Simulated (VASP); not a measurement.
A run of VASP 6.6.1:

INCAR

```
SYSTEM = MgO
PREC     = Accurate       ! precision mode
ENCUT    = 520            ! plane-wave cutoff, eV
EDIFF    = 1E-7           ! SCF threshold, eV
ISMEAR   = 0              ! smearing method
SIGMA    = 0.01           ! smearing width, eV
LREAL    = .False.        ! projectors in reciprocal space
LASPH    = .True.         ! aspherical terms in the spheres
NELM     = 60             ! most SCF steps
ALGO     = Normal         ! electronic algorithm
ISIF     = 2              ! what is computed and relaxed
LWAVE    = .False.        ! write WAVECAR
LCHARG   = .True.         ! write CHGCAR
LELF     = .True.         ! ELF
LVHAR    = .True.       
NBANDS   = 11             ! bands
```

Contents of KPOINTS:

```
regular mesh
0
Gamma
  12 12 8
  0 0 0
```

File POSCAR:

```
MgO
1.0
    2.8133822376     -0.0000002764      0.0000000000
   -1.4066908794      2.4364606266      0.0000000000
    0.0000000000      0.0000000000      2.5815073775
Mg O
1 1
Direct
    0.0000000000      0.0000000000      0.0000000000
    0.3333333333      0.6666666667      0.5000000000
```

Potentials or basis: VASP PAW LDA potentials, release 64 (Mg, O).

Run with:

```bash
$ cat potpaw_LDA.64/Mg/POTCAR potpaw_LDA.64/O/POTCAR > POTCAR
$ mpirun -np 1 vasp_std > vasp.out
```

Hardware: 1 thread of Intel Xeon 8259CL (shared host).

**Question.** Estimate the wall time of this run.

**Answer.** Run time: 20 s on 1 thread of Intel Xeon 8259CL, on a shared host, peak memory 0.13 GiB. Counts: scf iterations 12, k points 95.
